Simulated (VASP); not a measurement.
Write the native input for VASP 6.6.1 that does the following.

```
Task                   : single point
Functional             : PBE
Potentials or basis    : VASP PAW PBE potentials, release 64 (Cu, O)
Cutoff                 : 520 eV
k mesh                 : 7 × 7 × 4
Occupations            : fermi-dirac, width 0.03 eV
Spin                   : collinear spin
Starting moments       : [0.525, 0.525, 0.0, 0.0] μB
Fixed moment           : 1.05 μB
Dipole correction      : no
Further INCAR settings : ALGO = Normal; EDIFF = 1e-07; NBANDS = 29
```

The structure of CuO lies in POSCAR:

```
CuO
1.0
    2.3446500000     -1.7134000000      0.0000000000
    2.3446500000      1.7134000000      0.0000000000
   -0.8605500000      0.0000000000      5.0594400000
Cu O
2 2
Direct
    0.0032000000      0.4968000000      0.0000000000
    0.4968000000      0.0032000000      0.5000000000
    0.5714000000      0.4056000000      0.2537000000
    0.4056000000      0.5714000000      0.7537000000
```

One way to write it, as run:

INCAR

```
SYSTEM = CuO
PREC = Accurate ; ENCUT = 520
EDIFF = 1E-7 ; ISMEAR = -1
SIGMA = 0.03 ; LREAL = .False.
LASPH = .True. ; NELM = 150
ALGO = Normal ; ISIF = 2
LWAVE = .False. ; LCHARG = .False.
ISPIN = 2 ; MAGMOM = 0.525 0.525 0 0
LORBIT = 11 ; NUPDOWN = 1.05
LMAXMIX = 4 ; GGA = PE
NBANDS = 29
```

KPOINTS

```
regular mesh
0
Gamma
  7 7 4
  0 0 0
```

Potentials or basis: VASP PAW PBE potentials, release 64 (Cu, O).

Launch:

```bash
$ cat potpaw_PBE.64/Cu/POTCAR potpaw_PBE.64/O/POTCAR > POTCAR
$ mpirun -np 1 vasp_std > vasp.out
```

It gave:

```json
{
 "Pressure": "6.8 GPa",
 "Largest force": "0.815 eV/Å",
 "Net moment": "1.05 μB per cell",
 "Site moments": "Cu +0.32; O +0.18 μB",
 "Valence electrons inside the program's atomic spheres": "Cu 9.90; O 4.97"
}
```

Caveat: the cell stands under pressure; the total moment is fixed, so each spin has its own Fermi level.

Wall time 4.7 min on 1 thread of Intel(R) Xeon(R) Platinum 8259CL CPU @ 2.50GHz (Skylake/Cascade Lake), on a shared host, peak memory 0.24 GiB.
